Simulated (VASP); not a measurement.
A run of VASP 6.6.1 is set up as follows.

INCAR

```
SYSTEM = PtC2
ALGO = Normal
EDIFF = 1E-6
ENCUT = 520
GGA = PE
ISIF = 2
ISMEAR = 0
LASPH = .TRUE.
LCHARG = .TRUE.
LELF = .TRUE.
LREAL = .FALSE.
LVHAR = .TRUE.
LWAVE = .FALSE.
NBANDS = 27
NELM = 80
PREC = Accurate
SIGMA = 0.1
```

Contents of KPOINTS:

```
k-points
0
G
  10 8 12
  0 0 0
```

POSCAR

```
PtC2
1.0
    4.0161391368      0.0000000000      0.0000000000
    0.0000000000      5.0244760841      0.0000000000
    0.0000000000      0.0000000000      3.0486555998
Pt C
2 4
Direct
    0.0000000000      0.0000000000      0.0000000000
    0.5000000000      0.5000000000      0.5000000000
    0.1308831146      0.4124208191      0.0000000000
    0.8691168854      0.5875791809      0.0000000000
    0.6308831146      0.0875791809      0.5000000000
    0.3691168854      0.9124208191      0.5000000000
```

Potentials or basis: VASP PAW PBE potentials, release 64 (Pt, C).

Launch:

```bash
$ cat potpaw_PBE.64/Pt/POTCAR potpaw_PBE.64/C/POTCAR > POTCAR
$ mpirun -np 1 vasp_std > vasp.out
```

**Question.** Estimate the largest force.

**Answer.** 0.059 eV/Å.

**Question.** Predict the band gap on the k mesh.

**Answer.** Zero (band 18 reaches 10.64 eV, above the bottom of band 19 at 6.39 eV).

**Question.** What does it give for the pressure?

**Answer.** 0.1 GPa.

Stress tensor (GPa, compression positive):
```
 0.13  0.00  0.00
 0.00  0.05  0.00
 0.00  0.00 -0.02
```

Caveat: spin-orbit coupling is left out, which moves the levels of the heavy elements.
